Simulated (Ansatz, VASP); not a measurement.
## One calculation of Mg2CdTe3, two programs

```xyz
6
Lattice="4.6332 0.0000 0.0000 -2.3166 4.0125 0.0000 0.0000 0.0000 11.3163" Properties=species:S:1:pos:R:3 pbc="T T T"
Mg    0.0000    2.6750   11.3095
Mg    2.3166    1.3375    7.5734
Cd    0.0000    0.0000    3.7580
Te    0.0000    0.0000    0.8959
Te    2.3166    1.3375    4.7551
Te    0.0000    2.6750    8.4860
```

Alike in both runs: task single point; functional r2SCAN; k mesh 6 × 6 × 4; occupations gaussian, width 0.02 eV; no spin polarisation.

|  | VASP | Ansatz |
| --- | --- | --- |
| version | VASP 6.6.1 | Ansatz 0.2.0 |
| potentials or method | VASP PAW PBE potentials, release 64 (Mg, Cd, Te), cutoff 520 eV | scalar-relativistic, plane waves, PAW |
| valence electrons in the cell | 34 | 88 |

Ansatz gave:

* gap on the k mesh at the Fermi level (eV): 2.00
* least direct gap on the mesh (eV): 2.00
* pressure (GPa): -0.8
* rms of the force components (eV/Å): 0.009

What did VASP give for the same quantities?

gap on the k mesh at the Fermi level (eV): 1.99; least direct gap on the mesh (eV): 1.99; pressure (GPa): -0.9; rms of the force components (eV/Å): 0.002.

VASP's potentials were made for PBE, not for r2SCAN. Atom by atom the forces differ by 0.007 eV/Å (rms over components). VASP's potentials hold 34 valence electrons a cell and Ansatz's 88, so a difference there can come from the potentials and not from the codes.

Neither program's run includes spin-orbit coupling.
